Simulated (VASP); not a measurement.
# Ti3O (P6_3/mcm) in VASP: a series of runs

The runs below take Ti3O through single point, with PBEsol.

All numbers are computed with VASP 6.6.1; they aren't measurements. Logs are shortened: lines on timing, memory, paths and dates and some standing lists are left out, and cuts for length are marked.

**1. The cell of the first run**

The structure is hexagonal, space group P6_3/mcm (No. 193). Conventional cell: a = 4.306 Å, b = 4.306 Å, c = 4.846 Å, α = 90.00°, β = 90.00°, γ = 120.00°. Ti (site symmetry m2m) has 2 O at 1.86 Å and 2 Ti at 2.45 Å within 2.5 Å. Within 2.5 Å of O (site symmetry -3m) lie 6 Ti at 1.86 Å and 2 O at 2.42 Å.

**2. Single point, PBEsol (strain -0.1500 x Voigt [1, 1, 0, 0, 0, 0])**

INCAR

```
  PREC = Accurate
  ENCUT = 520
  EDIFF = 1E-6
  ISMEAR = 0
  SIGMA = 0.15
  LREAL = F
  LASPH = T
  NELM = 80
  ALGO = Normal
  ISIF = 2
  LWAVE = F
  LCHARG = F
  GGA = PS
  NBANDS = 52
```

KPOINTS

```
regular mesh
0
Gamma
  12 12 8
```

POSCAR

```
Ti3O
1.0
    4.3056703580      0.0000000000      0.0000000000
   -2.1528351790      3.7288199103      0.0000000000
    0.0000000000      0.0000000000      4.8458180485
Ti O
6 2
Direct
    0.0000000000      0.6708131061      0.7500000000
    0.0000000000      0.3291868939      0.2500000000
    0.6708131061      0.0000000000      0.7500000000
    0.6708131061      0.6708131061      0.2500000000
    0.3291868939      0.3291868939      0.7500000000
    0.3291868939      0.0000000000      0.2500000000
    0.0000000000      0.0000000000      0.5000000000
    0.0000000000      0.0000000000      0.0000000000
```

Potentials or basis: VASP PAW PBE potentials, release 64 (Ti_sv, O).

The run is started by

```
cat potpaw_PBE.64/Ti_sv/POTCAR potpaw_PBE.64/O/POTCAR > POTCAR
mpirun -np 1 vasp_std > vasp.out
```

OUTCAR:

```text
PREC = Accurate
   ENCUT = 520
   EDIFF = 1E-6
   ISMEAR = 0
   LREAL = F
   LASPH = T
   NELM = 80
   ISIF = 2
   GGA = PS

 ion  position               nearest neighbor table
   1  0.000  0.671  0.750-   7 1.86   8 1.86   5 2.45   3 2.45   3 2.50   5 2.50   5 2.50   3 2.50
                             6 2.81   6 2.81   4 2.81   4 2.81   2 2.83   2 2.83
   2  0.000  0.329  0.250-   7 1.86   8 1.86   4 2.45   6 2.45   6 2.50   4 2.50   4 2.50   6 2.50
                             3 2.81   3 2.81   5 2.81   5 2.81   1 2.83   1 2.83
   3  0.671  0.000  0.750-   7 1.86   8 1.86   5 2.45   1 2.45   1 2.50   5 2.50   5 2.50   1 2.50
                             2 2.81   4 2.81   4 2.81   2 2.81   6 2.83   6 2.83
   4  0.671  0.671  0.250-   7 1.86   8 1.86   2 2.45   6 2.45   6 2.50   2 2.50   2 2.50   6 2.50
                             3 2.81   3 2.81   1 2.81   1 2.81   5 2.83   5 2.83
   5  0.329  0.329  0.750-   7 1.86   8 1.86   1 2.45   3 2.45   3 2.50   1 2.50   1 2.50   3 2.50
                             6 2.81   6 2.81   2 2.81   2 2.81   4 2.83   4 2.83
   6  0.329  0.000  0.250-   7 1.86   8 1.86   2 2.45   4 2.45   2 2.50   4 2.50   2 2.50   4 2.50
                             1 2.81   5 2.81   1 2.81   5 2.81   3 2.83   3 2.83
   7  0.000  0.000  0.500-   1 1.86   2 1.86   4 1.86   5 1.86   3 1.86   6 1.86
   8  0.000  0.000  0.000-   1 1.86   2 1.86   4 1.86   5 1.86   3 1.86   6 1.86

  LATTYP: Found a hexagonal cell.
 ALAT       =     4.3056703580
 C/A-ratio  =     1.1254503122

  Lattice vectors:

 A1 = (   4.3056703580,   0.0000000000,   0.0000000000)
 A2 = (  -2.1528351790,   3.7288199103,   0.0000000000)
 A3 = (   0.0000000000,   0.0000000000,   4.8458180485)

Analysis of symmetry for initial positions (statically):
=====================================================================
 Subroutine PRICEL returns:
 Original cell was already a primitive cell.

 Routine SETGRP: Setting up the symmetry group for a
 hexagonal supercell.

 Subroutine GETGRP returns: Found 24 space group operations
 (whereof 12 operations were pure point group operations)
 out of a pool of 24 trial point group operations.

The static configuration has the point symmetry D_3d.
 The point group associated with its full space group is D_6h.

Analysis of symmetry for dynamics (positions and initial velocities):
=====================================================================
 Subroutine PRICEL returns:
 Original cell was already a primitive cell.

 Routine SETGRP: Setting up the symmetry group for a
 hexagonal supercell.

 Subroutine GETGRP returns: Found 24 space group operations
 (whereof 12 operations were pure point group operations)
 out of a pool of 24 trial point group operations.

The dynamic configuration has the point symmetry D_3d.
 The point group associated with its full space group is D_6h.

 Subroutine INISYM returns: Found 24 space group operations
 (whereof 12 operations are pure point group operations),
 and found     1 'primitive' translations

----------------------------------------------------------------------------------------

                                     Primitive cell

  volume of cell :      77.7999

  direct lattice vectors                    reciprocal lattice vectors
     4.305670358  0.000000000  0.000000000     0.232251872  0.134090681  0.000000000
    -2.152835179  3.728819910  0.000000000     0.000000000  0.268181361  0.000000000
     0.000000000  0.000000000  4.845818048     0.000000000  0.000000000  0.206363506

  length of vectors
     4.305670358  4.305670358  4.845818048     0.268181361  0.268181361  0.206363506

  position of ions in fractional coordinates (direct lattice)
     1.000000000  0.670813106  0.750000000
     1.000000000  0.329186894  0.250000000
     0.670813106  0.000000000  0.750000000
     0.670813106  0.670813106  0.250000000
     0.329186894  0.329186894  0.750000000
     0.329186894  0.000000000  0.250000000
     0.000000000  0.000000000  0.500000000
     0.000000000  0.000000000  0.000000000

  ion indices of the primitive-cell ions
   primitive index   ion index
                 1           1
                 2           2
                 3           3
                 4           4
                 5           5
                 6           6
                 7           7
                 8           8

----------------------------------------------------------------------------------------

 KPOINTS: regular mesh

Automatic generation of k-mesh.
 Grid dimensions read from file:
 generate k-points for:   12   12    8

 Generating k-lattice:

  Cartesian coordinates                     Fractional coordinates (reciprocal lattice)
     0.019354323  0.011174223  0.000000000     0.083333333  0.000000000  0.000000000
     0.000000000  0.022348447  0.000000000     0.000000000  0.083333333  0.000000000
     0.000000000  0.000000000  0.025795438     0.000000000  0.000000000  0.125000000

  Length of vectors
     0.022348447  0.022348447  0.025795438

  Shift w.r.t. Gamma in fractional coordinates (k-lattice)
     0.000000000  0.000000000  0.000000000

 Subroutine IBZKPT returns following result:
 ===========================================

 Found     95 irreducible k-points:

 Following reciprocal coordinates:
            Coordinates               Weight
  0.000000  0.000000  0.000000      1.000000
  0.083333 -0.000000  0.000000      6.000000
  0.166667  0.000000  0.000000      6.000000
  0.250000 -0.000000  0.000000      6.000000
  0.333333  0.000000  0.000000      6.000000
  0.416667 -0.000000  0.000000      6.000000
[... 16 lines left out ...]
  0.250000 -0.000000  0.125000     12.000000
  0.333333  0.000000  0.125000     12.000000
 [... further k-points ...]
   k-points           NKPTS =     95   k-points in BZ     NKDIM =     95   number of bands    NBANDS=     52
   number of dos      NEDOS =    301   number of ions     NIONS =      8
   total plane-waves  NPLWV =  36864
   dimension x,y,z NGX =    32 NGY =   32 NGZ =   36
   dimension x,y,z NGXF=    64 NGYF=   64 NGZF=   72
   ions per type =               6   2
   NGX,Y,Z   is equivalent  to a cutoff of  12.36, 12.36, 12.35 a.u.
   NGXF,Y,Z  is equivalent  to a cutoff of  24.71, 24.71, 24.70 a.u.
 SYSTEM =  unknown system
   PREC   = accura    normal or accurate (medium, high low for compatibility)
   ISTART =      0    job   : 0-new  1-cont  2-samecut
   ICHARG =      2    charge: 1-file 2-atom 10-const
   ISPIN  =      1    spin polarized calculation?
   LNONCOLLINEAR =      F non collinear calculations
   LSORBIT =      F    spin-orbit coupling
   LASPH  =      T    aspherical Exc in radial PAW
   ENCUT  =  520.0 eV  38.22 Ry    6.18 a.u.   8.01  8.01  9.01*2*pi/ulx,y,z
   NELM   =     80;   NELMIN=  2; NELMDL= -5     # of ELM steps
   EDIFF  = 0.1E-05   stopping-criterion for ELM
   LREAL  =      F    real-space projection
   EDIFFG = 0.1E-04   stopping-criterion for IOM
   NSW    =      0    number of steps for IOM
   IBRION =     -1    ionic relax: 0-MD 1-quasi-New 2-CG
   NFREE  =      0    steps in history (QN), initial steepest desc. (CG)
   ISIF   =      2    stress and relaxation
   ISYM   =      2    0-nonsym 1-usesym 2-fastsym
   POTIM  = 0.5000    time-step for ionic-motion
   TEBEG  =    0.0;   TEEND  =   0.0 temperature during run
   PSTRESS=    0.0 pullay stress
   NELECT =      84.0000    total number of electrons
   NUPDOWN=      -1.0000    fix difference up-down
   EMIN   =  10.00;   EMAX   =-10.00  energy-range for DOS
   EFERMI =   0.00;   METHOD = LEGACY
   ISMEAR =     0;   SIGMA  =   0.15  broadening in eV -4-tet -1-fermi 0-gaus
   EFERMI_NEDOS =   21; number of points for ismear=-14 and -15
   IALGO  =     38    algorithm
   IMIX   =      4    mixing-type and parameters
     AMIX     =   0.40;   BMIX     =  1.00
     AMIX_MAG =   1.60;   BMIX_MAG =  1.00
  volume/ion in A,a.u.               =       9.72        65.63
  Fermi-wavevector in a.u.,A,eV,Ry     =   1.679480  3.173757 38.377314  2.820653
  Thomas-Fermi vector in A             =   2.763384
   LORBIT       =      0    0 simple, 1 ext, 2 COOP (PROOUT), +10 PAW based schemes
   GGA     = PS    functional components
   LHFCALC =     F    Hartree Fock is set to
   AEXX    =    0.0000 exact exchange contribution
   IVDW    =     0    specifies the selected vdW correction
   LEPSILON=     F    determine dielectric tensor
   LRPA    =     F    only Hartree local field effects (RPA)
 non-spin polarized calculation
 Gauss-broadening in eV      SIGMA  =   0.15
  energy-cutoff  :      520.00
  volume of cell :       77.80
 maximum number of plane-waves:      2112
   NGX = 17   NGY = 17   NGZ = 19

 number of electron      83.9999974 magnetization

 Free energy of the ion-electron system (eV)
  ---------------------------------------------------
  ext. energy  EPLUGINS =         0.00000000
  ---------------------------------------------------
  free energy    TOTEN  =       -63.23679043 eV

  energy without entropy =      -63.20333869  energy(sigma->0) =      -63.22006456

 E-fermi :  13.2233     XC(G=0): -13.9125

 val. band max:       13.2219152583   @ k =   0.1667   0.1667   0.3750
 cond. band min:      13.2249767339   @ k =   0.0833   0.0833   0.0000
 fundamental gap:      0.0030614756
 Fermi energy:        13.2232937874

 k-point     1 :       0.0000    0.0000    0.0000
  band No.  band energies     occupation
      1     -43.1222      2.00000
      2     -42.8870      2.00000
      3     -42.4388      2.00000
      4     -42.4388      2.00000
      5     -42.4154      2.00000
      6     -42.4154      2.00000
[... 44 lines left out ...]
     51      16.3840      0.00000
     52      16.4042      0.00000

 k-point     2 :       0.0833   -0.0000    0.0000
  band No.  band energies     occupation
      1     -43.1104      2.00000
      2     -42.8774      2.00000
      3     -42.4508      2.00000
      4     -42.4474      2.00000
      5     -42.4173      2.00000
      6     -42.4167      2.00000
[... 1202 lines left out ...]
 k-point    24 :       0.3333    0.0000    0.1250
  band No.  band energies     occupation
      1     -42.9435      2.00000
      2     -42.7574      2.00000
      3     -42.5940      2.00000
      4     -42.5054      2.00000
      5     -42.4963      2.00000
      6     -42.4452      2.00000
[... 44 lines left out ...]
     51      15.9453      0.00000
     52      16.5798      0.00000

 [... further k-points ...]

------------------------ aborting loop because EDIFF is reached ----------------------------------------

  FORCE on cell =-STRESS in cart. coord.  units (eV):
  Direction    XX          YY          ZZ          XY          YZ          ZX
  --------------------------------------------------------------------------------------
  -------------------------------------------------------------------------------------
  Total       55.3221795     55.3221795     41.2971617      0.0000000      0.0000000      0.0000000
  in kB     1139.2802645   1139.2802645    850.4553106      0.0000000      0.0000000      0.0000000
  external PRESSURE =    1043.0052799 kB  Pullay stress =       0.0000000 kB

 VOLUME and BASIS-vectors are now :
 -----------------------------------------------------------------------------
  energy-cutoff  :      520.00
  volume of cell :       77.80
      direct lattice vectors                 reciprocal lattice vectors
     4.305670358  0.000000000  0.000000000     0.232251872  0.134090681  0.000000000
    -2.152835179  3.728819910  0.000000000     0.000000000  0.268181361  0.000000000
     0.000000000  0.000000000  4.845818048     0.000000000  0.000000000  0.206363506

 POSITION                                       TOTAL-FORCE (eV/Angst)
 -----------------------------------------------------------------------------------
     -1.44415      2.50134      3.63436         2.070769     -3.586677     -0.000000
     -0.70869      1.22748      1.21145        -2.070769      3.586677      0.000000
      2.88830      0.00000      3.63436        -4.141537      0.000000     -0.000000
      1.44415      2.50134      1.21145        -2.070769     -3.586677      0.000000
      0.70869      1.22748      3.63436         2.070769      3.586677     -0.000000
      1.41737      0.00000      1.21145         4.141537      0.000000      0.000000
      0.00000      0.00000      2.42291        -0.000000      0.000000     -0.000000
      0.00000      0.00000      0.00000        -0.000000      0.000000     -0.000000
 -----------------------------------------------------------------------------------
    total drift:                                0.000000     -0.000000     -0.000000

  FREE ENERGIE OF THE ION-ELECTRON SYSTEM (eV)
  ---------------------------------------------------
  free  energy   TOTEN  =       -63.2367904338 eV

  energy  without entropy=      -63.2033386904  energy(sigma->0) =      -63.22006456
```

Wall time 2.4 min (1 thread of Intel Xeon 6975P-C (Granite Rapids), shared host); peak memory 0.36 GiB.

What came out:

- Free energy: -63.2368 eV
- Pressure: 104.3 GPa
- Largest force: 4.142 eV/Å
- Band gap on the k mesh: zero (band 42 reaches 13.68 eV, above the bottom of band 43 at 13.15 eV)

Forces on the atoms (eV/Å):
```
Ti   2.071 -3.587  0.000
Ti  -2.071  3.587  0.000
Ti  -4.142  0.000  0.000
Ti  -2.071 -3.587  0.000
Ti   2.071  3.587  0.000
Ti   4.142  0.000  0.000
O    0.000  0.000  0.000
O    0.000  0.000  0.000
```

Stress tensor (GPa, compression positive):
```
113.93   0.00   0.00
  0.00 113.93   0.00
  0.00   0.00  85.05
```

Levels at points of the mesh, in eV from the Fermi level:
| k point | band 39 | band 40 | band 41 | band 42 | band 43 | band 44 | band 45 | band 46 |
| --- | --- | --- | --- | --- | --- | --- | --- | --- |
| (0.00, 0.00, 0.00) | -1.06 | -0.63 | -0.58 | -0.58 | 0.07 | 0.07 | 1.18 | 1.18 |
| (0.50, 0.00, 0.00) | -1.51 | -0.82 | -0.40 | 0.37 | 0.57 | 0.89 | 0.94 | 1.56 |
| (0.00, 0.00, 0.50) | -0.61 | -0.61 | -0.61 | -0.61 | 0.56 | 0.56 | 0.56 | 0.56 |
| (0.50, 0.00, 0.50) | -0.75 | -0.75 | -0.71 | -0.71 | 0.51 | 0.51 | 0.72 | 0.72 |

Caveat: the cell differs from its parent crystal (strain -0.1500 x Voigt [1, 1, 0, 0, 0, 0]); the PAW data sets were made with another functional, which shifts forces and pressure a little.

(Part 1 of 2 ends here.)
